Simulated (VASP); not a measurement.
# Ag (P6_3/mmc) in VASP: elastic constants with LDA

Aim: the elastic constants of Ag with LDA.

Everything below comes from runs of VASP 6.6.1. Logs are shortened: lines on timing, memory, paths and dates and some standing lists are left out, and cuts for length are marked.

### Step 1. The cell of the first run

It takes space group P6_3/mmc (No. 194, hexagonal). The conventional cell has a = 2.771 Å, b = 2.771 Å, c = 4.540 Å, α = 90.00°, β = 90.00°, γ = 120.00°. Ag (site symmetry -6m2) has 12 Ag at 2.77 to 2.78 Å within 3.7 Å.

This isn't the form of Ag at room conditions, which is fcc.

### Step 2. Elastic constants, LDA

Input file INCAR:

```
PREC = Accurate
ENCUT = 600
EDIFF = 1E-8
ISMEAR = -1
SIGMA = 0.1
LREAL = F
LASPH = T
NELM = 80
ALGO = Normal
ISIF = 3
LWAVE = F
LCHARG = F
NBANDS = 18
IBRION = 6
NFREE = 2
POTIM = 0.015
NSW = 1
```

Input file KPOINTS:

```
Automatic mesh
0
Gamma
  18 18 10
```

Input file POSCAR:

```
Ag
1.0
    2.7707276435      0.0000000000      0.0000000000
   -1.3853638217      2.3995205262      0.0000000000
    0.0000000000      0.0000000000      4.5398190815
Ag
2
Direct
    0.3333333333      0.6666666667      0.2500000000
    0.6666666667      0.3333333333      0.7500000000
```

Potentials or basis: VASP PAW LDA potentials, release 64 (Ag).

Run with:

```bash
$ cat potpaw_LDA.64/Ag/POTCAR > POTCAR
$ mpirun -np 1 vasp_std > vasp.out
```

OUTCAR:

```text
PREC = Accurate
   ENCUT = 600
   EDIFF = 1E-8
   ISMEAR = -1
   LREAL = F
   LASPH = T
   NELM = 80
   ISIF = 3
   IBRION = 6
   NFREE = 2
   POTIM = 0.015
   NSW = 1

 ion  position               nearest neighbor table
   1  0.333  0.667  0.250-   2 2.78   2 2.78   2 2.78   2 2.78   2 2.78   2 2.78
   2  0.667  0.333  0.750-   1 2.78   1 2.78   1 2.78   1 2.78   1 2.78   1 2.78

  LATTYP: Found a hexagonal cell.
 ALAT       =     2.7707276435
 C/A-ratio  =     1.6384934449

  Lattice vectors:

 A1 = (   2.7707276435,   0.0000000000,   0.0000000000)
 A2 = (  -1.3853638217,   2.3995205262,   0.0000000000)
 A3 = (   0.0000000000,   0.0000000000,   4.5398190815)

Analysis of symmetry for initial positions (statically):
=====================================================================
 Subroutine PRICEL returns:
 Original cell was already a primitive cell.

 Routine SETGRP: Setting up the symmetry group for a
 hexagonal supercell.

 Subroutine GETGRP returns: Found 24 space group operations
 (whereof 12 operations were pure point group operations)
 out of a pool of 24 trial point group operations.

The static configuration has the point symmetry D_3d.
 The point group associated with its full space group is D_6h.

Analysis of symmetry for dynamics (positions and initial velocities):
=====================================================================
 Subroutine PRICEL returns:
 Original cell was already a primitive cell.

 Routine SETGRP: Setting up the symmetry group for a
 hexagonal supercell.

 Subroutine GETGRP returns: Found 24 space group operations
 (whereof 12 operations were pure point group operations)
 out of a pool of 24 trial point group operations.

The dynamic configuration has the point symmetry D_3d.
 The point group associated with its full space group is D_6h.

 Subroutine INISYM returns: Found 24 space group operations
 (whereof 12 operations are pure point group operations),
 and found     1 'primitive' translations

[... 842 lines left out ...]
  ext. energy  EPLUGINS =         0.00000000
  ---------------------------------------------------
  free energy    TOTEN  =        -7.49852061 eV

  energy without entropy =       -7.47773611  energy(sigma->0) =       -7.48812836

 E-fermi :   9.9879     XC(G=0): -13.3149

 val. band max:        9.9631121019   @ k =   0.0000   0.2778   0.3000
 cond. band min:       9.9928984903   @ k =   0.3333   0.0556   0.4000
 fundamental gap:      0.0297863884
 Fermi energy:         9.9878754332

 k-point     1 :       0.0000    0.0000    0.0000
  band No.  band energies     occupation
      1       1.2144      2.00000
      2       2.7425      2.00000
      3       4.6988      2.00000
      4       4.8293      2.00000
      5       4.8293      2.00000
      6       5.1285      2.00000
[... 524 lines left out ...]
  FREE ENERGIE OF THE ION-ELECTRON SYSTEM (eV)
  ---------------------------------------------------
  free  energy   TOTEN  =        -7.4985206093 eV

  energy  without entropy=       -7.4777361125  energy(sigma->0) =       -7.48812836

 INTERNAL STRAIN TENSORS FROM STRAINED CELLS
 ============================================

 INTERNAL STRAIN TENSOR FOR ION    1 for displacements in x,y,z  (eV/Angst):
          X           Y           Z          XY          YZ          ZX
  --------------------------------------------------------------------------------
  x    -0.00000     0.00000     0.00000    -1.92452     0.00000    -0.00000
  y    -1.87773     1.86578     0.00000     0.00001     0.00009    -0.00000
  z     0.00000     0.00000     0.00000     0.00000     0.01617    -0.00000

 INTERNAL STRAIN TENSORS FROM DISPLACED ATOMS
 ============================================

 INTERNAL STRAIN TENSOR FOR ION    1 for displacements in x,y,z  (eV/Angst):
          X           Y           Z          XY          YZ          ZX
  --------------------------------------------------------------------------------
  x    -0.00000     0.00000     0.00000    -1.86220     0.00000     0.00000
  y    -1.86220     1.86220     0.00000     0.00000     0.00000     0.00000
  z    -0.00000    -0.00000    -0.00000    -0.00000     0.00000    -0.00000

 INTERNAL STRAIN TENSOR FOR ION    2 for displacements in x,y,z  (eV/Angst):
          X           Y           Z          XY          YZ          ZX
  --------------------------------------------------------------------------------
  x     0.00000    -0.00000    -0.00000     1.86220     0.00000     0.00000
  y     1.86220    -1.86220    -0.00000    -0.00000     0.00000     0.00000
  z     0.00000     0.00000     0.00000     0.00000    -0.00000     0.00000

 Eigenvectors and eigenvalues of the dynamical matrix
 ----------------------------------------------------

   1 f  =    6.580005 THz    41.343388 2PiTHz  219.485328 cm-1    27.212700 meV
             X         Y         Z           dx          dy          dz
     -0.000000  1.599680  1.134955     0.000000   -0.000000    0.707107
      1.385364  0.799840  3.404864     0.000000   -0.000000   -0.707107
[... 16 lines left out ...]
   5 f  =    0.000000 THz     0.000000 2PiTHz    0.000001 cm-1     0.000000 meV
             X         Y         Z           dx          dy          dz
     -0.000000  1.599680  1.134955     0.698851   -0.091562    0.056783
      1.385364  0.799840  3.404864     0.698851   -0.091562    0.056783

   6 f/i=    0.000000 THz     0.000001 2PiTHz    0.000003 cm-1     0.000000 meV
             X         Y         Z           dx          dy          dz
     -0.000000  1.599680  1.134955    -0.009388    0.319508    0.630735
      1.385364  0.799840  3.404864    -0.009388    0.319508    0.630735

--------------------------------------------------------------------------------------------------------

 ELASTIC MODULI CONTR FROM IONIC RELAXATION (kBar)
 Direction    XX          YY          ZZ          XY          YZ          ZX
 --------------------------------------------------------------------------------
 XX        -133.8887    133.8887      0.0000     -0.0000      0.0000     -0.0000
 YY         133.8887   -133.8887     -0.0000     -0.0000      0.0000     -0.0000
 ZZ           0.0000     -0.0000     -0.0000      0.0000      0.0000     -0.0000
 XY          -0.0000     -0.0000      0.0000   -133.8887      0.0000     -0.0000
 YZ           0.0000      0.0000      0.0000      0.0000     -0.0000      0.0000
 ZX          -0.0000     -0.0000     -0.0000     -0.0000      0.0000     -0.0000
 --------------------------------------------------------------------------------

 TOTAL ELASTIC MODULI (kBar)
 Direction    XX          YY          ZZ          XY          YZ          ZX
 --------------------------------------------------------------------------------
 XX        2509.4976   1704.5399   1252.2024      0.0000     -0.0000     -0.0000
 YY        1704.5399   2509.4976   1252.2024      0.0000      0.0000     -0.0000
 ZZ        1252.2024   1252.2024   2930.1618      0.0000      0.0000     -0.0000
 XY           0.0000      0.0000      0.0000    402.4788      0.0000     -0.0000
 YZ          -0.0000      0.0000      0.0000      0.0000    375.8918      0.0000
 ZX          -0.0000     -0.0000     -0.0000     -0.0000      0.0000    375.8918
 --------------------------------------------------------------------------------
```

OSZICAR:

```text
N       E                     dE             d eps       ncg     rms          rms(c)
DAV:   1     0.136957478617E+03    0.13696E+03   -0.12993E+04  8008   0.139E+03
[... 189 lines left out ...]
DAV:   2    -0.749874595659E+01   -0.18536E-02   -0.21385E-02 12104   0.137E+00    0.693E-02
DAV:   3    -0.749853371759E+01    0.21224E-03   -0.38141E-04 13174   0.135E-01    0.146E-02
DAV:   4    -0.749852187934E+01    0.11838E-04   -0.25563E-05 12622   0.329E-02    0.557E-03
DAV:   5    -0.749852079204E+01    0.10873E-05   -0.29261E-06 12922   0.113E-02    0.179E-03
DAV:   6    -0.749852062095E+01    0.17109E-06   -0.33718E-07 12612   0.357E-03    0.573E-04
DAV:   7    -0.749852060929E+01    0.11666E-07   -0.23578E-08  9584   0.984E-04    0.108E-04
DAV:   8    -0.749852060931E+01   -0.26830E-10   -0.17274E-09  6156   0.317E-04
  17 F= -.74985206E+01 E0= -.74881284E+01  d E =-.207845E-01
```

stdout:

```text
POSCAR found type information on POSCAR Ag
 POSCAR found :  1 types and       2 ions
 scaLAPACK will be used
 LDA part: xc-table for (Slater(with rela. corr.)+CA(PZ))
 , standard interpolation
 POSCAR, INCAR and KPOINTS ok, starting setup
 FFT: planning ... GRIDC
 FFT: planning ... GRID_SOFT
 FFT: planning ... GRID
 WAVECAR not read
 entering main loop
 Found     2 degrees of freedom:
 Adding 6 more for cell shape distortion
 Finite differences POTIM= 0.01500 DOF=   8
 bond charge predicted
 Finite differences progress:
 bond charge predicted
 Finite differences progress:
 bond charge predicted
 Finite differences progress:
 bond charge predicted
 Finite differences progress:
 bond charge predicted
 Finite differences progress:
 bond charge predicted
 Finite differences progress:
 bond charge predicted
 Finite differences progress:
 bond charge predicted
 Finite differences progress:
 bond charge predicted
 Finite differences progress:
 bond charge predicted
 Finite differences progress:
 bond charge predicted
 Finite differences progress:
 bond charge predicted
 Finite differences progress:
 bond charge predicted
 Finite differences progress:
 bond charge predicted
 Finite differences progress:
 bond charge predicted
 Finite differences progress:
 bond charge predicted
 Finite differences progress:
```

Run time: 1.9 h. Hardware: 1 thread of Oxide Virtual Turin-like, shared host; peak memory 0.93 GiB.

What came out:

```yaml
Voigt_bulk_modulus: 182 GPa
Highest_phonon_frequency_at_Γ: 219 cm⁻¹
```

Phonon frequencies in cm⁻¹ (negative: imaginary):
```tsv
q point	frequencies
(0.000, 0.000, 0.000)	0 0 0 83 83 219
```

Elastic tensor in Voigt notation (GPa, in the Cartesian axes of the cell as first typed):
```
251 170 125   0   0   0
170 251 125   0   0   0
125 125 293   0   0   0
  0   0   0  38   0   0
  0   0   0   0  38   0
  0   0   0   0   0  40
```

Clamped-ion elastic tensor (GPa):
```
264 157 125   0   0   0
157 264 125   0   0   0
125 125 293   0   0   0
  0   0   0  38   0   0
  0   0   0   0  38   0
  0   0   0   0   0  54
```

Caveat: the cell is under stress, which shifts elastic constants.
